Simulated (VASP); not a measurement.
Ti3Al2:

```xyz
10
Lattice="0.0000 4.2383 4.2383 4.2383 0.0000 4.2383 4.2383 4.2383 0.0000" Properties=species:S:1:pos:R:3 pbc="T T T"
Ti    6.3967    4.2383    4.2383
Ti    2.0800    4.2383    4.2383
Ti    4.2383    6.3967    4.2383
Ti    4.2383    2.0800    4.2383
Ti    4.2383    4.2383    6.3967
Ti    4.2383    4.2383    2.0800
Al    2.1192    2.1192    2.1192
Al    6.3575    6.3575    6.3575
Al    0.0000    0.0000    0.0000
Al    4.2383    4.2383    4.2383
```

The cell was generated, and may not be a known phase.

```yaml
Program: VASP 6.6.1
Task: relaxation of cell and atoms
Functional: PBE
Potentials_or_basis: VASP PAW PBE potentials, release 64 (Ti_sv, Al)
Cutoff: 600 eV
k_mesh: 4 × 4 × 4
Occupations: gaussian, width 0.1 eV
Spin: no spin polarisation
```

At the start: pressure 40.0 GPa; volume 15.23 Å³/atom.

Q: How do energy, volume and symmetry change on relaxing?

A: Over 5 steps the energy falls by 534.9 meV/atom and the volume is 20.44 Å³/atom (+34.2 %); space group Pm-3m (No. 221, to 0.1 Å) before and after.

Step by step:
```
step  energy change (eV)  largest force (eV/Å)  pressure (GPa)  volume (Å³)
   1              0.0000                1.5355           40.05       152.27
   2             -3.4608                0.3157          -10.37       252.49
   3             -5.3459                0.1428           -0.10       205.23
   4             -5.3458                0.1311            0.33       204.07
   5             -5.3494                0.0258            0.20       204.42
```

Final structure:
```xyz
10
Lattice="0.0000 4.6755 4.6755 4.6755 0.0000 4.6755 4.6755 4.6755 0.0000" Properties=species:S:1:pos:R:3 pbc="T T T"
Ti    7.0116    4.6755    4.6755
Ti    2.3394    4.6755    4.6755
Ti    4.6755    7.0116    4.6755
Ti    4.6755    2.3394    4.6755
Ti    4.6755    4.6755    7.0116
Ti    4.6755    4.6755    2.3394
Al    2.3377    2.3377    2.3377
Al    7.0132    7.0132    7.0132
Al    0.0000    0.0000    0.0000
Al    4.6755    4.6755    4.6755
```

Caveat: the volume moved by over 15 % at a fixed basis, so the end points are rough.
